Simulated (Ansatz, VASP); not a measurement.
SnO2: VASP beside Ansatz

```
Sn O
1.0
     1.63698    0.94511    4.97973
    -1.63698    0.94511    4.97973
     0.00000   -1.89022    4.97973
Sn O
1 2
Direct
  0.50492 0.49508 0.50000
  0.21664 0.25313 0.23488
  0.74687 0.78336 0.76512
```

Change from the starting cell: mode 4 frozen in at -0.059 Å, equal normal strain along x, y and z +0.0125.

Alike in both runs: task single point; functional PBE; k mesh 12 × 12 × 12; occupations gaussian, width 0.05 eV; no spin polarisation.

```csv
,VASP,Ansatz
version,VASP 6.6.1,Ansatz 0.2.0
potentials or method,"VASP PAW PBE potentials, release 64 (Sn_d, O), cutoff 520 eV","scalar-relativistic, plane waves, PAW"
valence electrons in the cell,26,26
```

Ansatz gave:

| Item | Value |
| --- | --- |
| gap on the k mesh at the Fermi level (eV) | 1.79 |
| least direct gap on the mesh (eV) | 1.93 |
| pressure (GPa) | -4.2 |
| traceless stress, the component that is largest in VASP (GPa) | 1.87 |
| rms of the force components (eV/Å) | 0.383 |

**Question.** Estimate VASP's values.

**Answer.** gap on the k mesh at the Fermi level (eV): 1.77; least direct gap on the mesh (eV): 1.92; pressure (GPa): -3.7; traceless stress, the component that is largest in VASP (GPa): 1.55; rms of the force components (eV/Å): 0.385.

Atom by atom the forces differ by 0.027 eV/Å (rms over components).
